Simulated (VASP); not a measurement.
Here is a VASP 6.6.1 calculation.

The input INCAR:

```
SYSTEM = ZnS
PREC = Accurate
ENCUT = 500
EDIFF = 1E-6
ISMEAR = 0
SIGMA = 0.01
LREAL = .False.
LASPH = .True.
NELM = 120
ALGO = Normal
ISIF = 2
LWAVE = .False.
LCHARG = .True.
GGA = PE
LELF = .True.
LVHAR = .True.
NBANDS = 16
GGA_COMPAT = .False.
```

The input KPOINTS:

```
Automatic mesh
0
Gamma
  2 2 2
  0 0 0
```

POSCAR

```
ZnS
1.0
    0.0000000000      2.7050000000      2.7050000000
    2.7050000000      0.0000000000      2.7050000000
    2.7050000000      2.7050000000      0.0000000000
Zn S
1 1
Direct
    0.0000000000      0.0000000000      0.0000000000
    0.2750000000      0.2500000000      0.2350000000
```

Potentials or basis: VASP PAW PBE potentials, release 64 (Zn, S).

Launch:

```sh
$ cat potpaw_PBE.64/Zn/POTCAR potpaw_PBE.64/S/POTCAR > POTCAR
$ mpirun -np 1 vasp_std > vasp.out
```

Estimate the pressure.

7.5 GPa.

Estimate the band gap on the k mesh.

1.92 eV, direct.

What does it give for the largest force?

0.566 eV/Å.

Stress tensor (GPa, compression positive):
```
 7.52 -1.56 -0.85
-1.56  7.55  1.06
-0.85  1.06  7.42
```

Caveat: the k points lie up to 1.01 Å⁻¹ apart. PBE gaps usually lie below the measured ones, often by a third to a half.
